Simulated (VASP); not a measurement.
A run of VASP 6.6.1:

INCAR

```
SYSTEM = Sn
  PREC = Accurate
  ENCUT = 600
  EDIFF = 1E-7
  ISMEAR = 0
  SIGMA = 0.1
  LREAL = .False.
  LASPH = .True.
  NELM = 60
  ALGO = Normal
  ISIF = 3
  LWAVE = .False.
  LCHARG = .False.
  GGA = PS
  IBRION = 2
  NSW = 80
  EDIFFG = -0.05
  PSTRESS = 109.0
```

File KPOINTS:

```
Automatic mesh
0
Gamma
  8 8 8
  0 0 0
```

File POSCAR:

```
Sn
1.0
   -2.7653751321      2.7653751321      1.5295651222
    2.7653751321     -2.7653751321      1.5295651222
    2.7653751321      2.7653751321     -1.5295651222
Sn
2
Direct
    0.0000000000      0.0000000000      0.0000000000
    0.7500000000      0.2500000000      0.5000000000
```

Potentials or basis: VASP PAW PBE potentials, release 64 (Sn_d).

Run with:

```bash
$ cat potpaw_PBE.64/Sn_d/POTCAR > POTCAR
$ mpirun -np 1 vasp_std > vasp.out
```

Hardware: 1 thread of Intel(R) Xeon(R) 6975P-C (Granite Rapids), with other jobs on the host.

Question: How long does it take, and how much memory?

Answer: Wall time 24 s on 1 thread of Intel(R) Xeon(R) 6975P-C (Granite Rapids) (shared host), peak memory 0.22 GiB. Counts: scf iterations 13, k points 59, ion steps 1.
